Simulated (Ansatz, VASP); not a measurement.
One calculation of HfO2, two programs

Contents of INCAR:

```
SYSTEM = HfO2
  PREC = Accurate
  ENCUT = 520
  EDIFF = 1E-6
  ISMEAR = 0
  SIGMA = 0.05
  LREAL = .FALSE.
  LASPH = .TRUE.
  NELM = 100
  ALGO = Normal
  ISIF = 2
  LWAVE = .FALSE.
  LCHARG = .FALSE.
  GGA = PE
  NBANDS = 56
```

The input KPOINTS:

```
regular mesh
0
G
  6 6 6
  0 0 0
```

Contents of POSCAR:

```
HfO2
1.0
    5.0976115212      0.0000000000      0.0000000000
    0.0000000000     -5.0976115212      0.0000000000
    0.0000000000      0.0000000000     -5.0976115212
Hf O
4 8
Direct
   -0.0882766366      1.0000000000      1.0000000000
    0.5000000000      0.5000000000      1.0000000000
    0.5000000000      1.0000000000      0.5000000000
    0.0000000000      0.5000000000      0.5000000000
    0.2500000000      0.2500000000      0.2500000000
    0.7500000000      0.7500000000      0.2500000000
    0.7500000000      0.2500000000      0.7500000000
    0.2500000000      0.7500000000      0.7500000000
    0.7500000000      0.7500000000      0.7500000000
    0.2500000000      0.2500000000      0.7500000000
    0.2500000000      0.7500000000      0.2500000000
    0.7500000000      0.2500000000      0.2500000000
```

Input for Ansatz:

```yaml
crystal:
  lattice:
    - [5.0976115212, 0.0, 0.0]
    - [0.0, -5.0976115212, 0.0]
    - [0.0, 0.0, -5.0976115212]
  atoms:
    - { symbol: Hf, position: [-0.0882766366, 1.0, 1.0] }
    - { symbol: Hf, position: [0.5, 0.5, 1.0] }
    - { symbol: Hf, position: [0.5, 1.0, 0.5] }
    - { symbol: Hf, position: [0.0, 0.5, 0.5] }
    - { symbol: O, position: [0.25, 0.25, 0.25] }
    - { symbol: O, position: [0.75, 0.75, 0.25] }
    - { symbol: O, position: [0.75, 0.25, 0.75] }
    - { symbol: O, position: [0.25, 0.75, 0.75] }
    - { symbol: O, position: [0.75, 0.75, 0.75] }
    - { symbol: O, position: [0.25, 0.25, 0.75] }
    - { symbol: O, position: [0.25, 0.75, 0.25] }
    - { symbol: O, position: [0.75, 0.25, 0.25] }
basis:
  ecutwfc: 420
kpoints:
  mp_grid: { grid: [6, 6, 6] }
hamiltonian:
  xc: pbe
scf:
  occupations: { method: gaussian, width: 0.05 }
output:
  forces: true
  stress: true
  eigenvalues: true
  write_density: true
  write_potential: true
  elf: true
  volumetric_format: npy
```

Alike in both runs: task single point; functional PBE; k mesh 6 × 6 × 6; occupations gaussian, width 0.05 eV; no spin polarisation.

```csv
,VASP,Ansatz
version,VASP 6.6.1,Ansatz 0.2.0
potentials or method,"VASP PAW PBE potentials, release 64 (Hf_pv, O), cutoff 520 eV","scalar-relativistic, plane waves, PAW"
valence electrons in the cell,88,152
```

|  | VASP | Ansatz | Ansatz less VASP |
| --- | --- | --- | --- |
| gap on the k mesh at the Fermi level (eV) | 2.67 | 2.70 | +0.029 |
| least direct gap on the mesh (eV) | 2.67 | 2.70 | +0.029 |
| pressure (GPa) | 2.6 | 6.1 | +3.47 |
| traceless stress, the component that is largest in VASP (GPa) | -2.98 | -3.11 | -0.135 |
| rms of the force components (eV/Å) | 1.710 | 1.726 | +0.0158 |

Atom by atom the forces differ by 0.031 eV/Å (rms over components). With one functional, cell and mesh, what is left measures potentials, basis and numerics. VASP's potentials hold 88 valence electrons a cell and Ansatz's 152, so a difference there can come from the potentials and not from the codes.

Neither program's run includes spin-orbit coupling.
